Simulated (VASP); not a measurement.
Wanted: the native input for a VASP 6.6.1 run.

```yaml
Task: single point
Functional: PBE
Potentials_or_basis: VASP PAW PBE potentials, release 64 (Pd)
Cutoff: 520 eV
k_mesh: 15 × 15 × 8
Occupations: fermi-dirac, width 0.08 eV
Spin: no spin polarisation
Dipole_correction: no
Further_INCAR_settings: ALGO = Normal; EDIFF = 1e-06; NBANDS = 17
```

The structure of Pd lies in POSCAR:

```
Pd
1.0
    2.8285524733      0.0000000000      0.0000000000
   -1.4142762367      2.4495982978      0.0000000000
    0.0000000000      0.0000000000      4.7170425267
Pd
2
Direct
    0.3333333333      0.6666666667      0.2500000000
    0.6666666667      0.3333333333      0.7500000000
```

This cell differs from its parent crystal: volume scaled by 1.06.

The input as run:

INCAR

```
SYSTEM = Pd
PREC = Accurate
ENCUT = 520
EDIFF = 1E-6
ISMEAR = -1
SIGMA = 0.08
LREAL = .False.
LASPH = .True.
NELM = 100
ALGO = Normal
ISIF = 2
LWAVE = .False.
LCHARG = .False.
GGA = PE
NBANDS = 17
```

KPOINTS

```
Automatic mesh
0
Gamma
  15 15 8
  0 0 0
```

Potentials or basis: VASP PAW PBE potentials, release 64 (Pd).

Launch:

```bash
$ cat potpaw_PBE.64/Pd/POTCAR > POTCAR
$ mpirun -np 1 vasp_std > vasp.out
```

It gave:

```
Pressure               : -8.4 GPa
Band gap on the k mesh : zero (band 10 reaches 8.30 eV, above the bottom of band 11 at 7.55 eV)
```

It took 42 s on 1 thread of Intel(R) Xeon(R) Platinum 8488C (Sapphire Rapids), with other jobs on the host, peak memory 0.2 GiB.
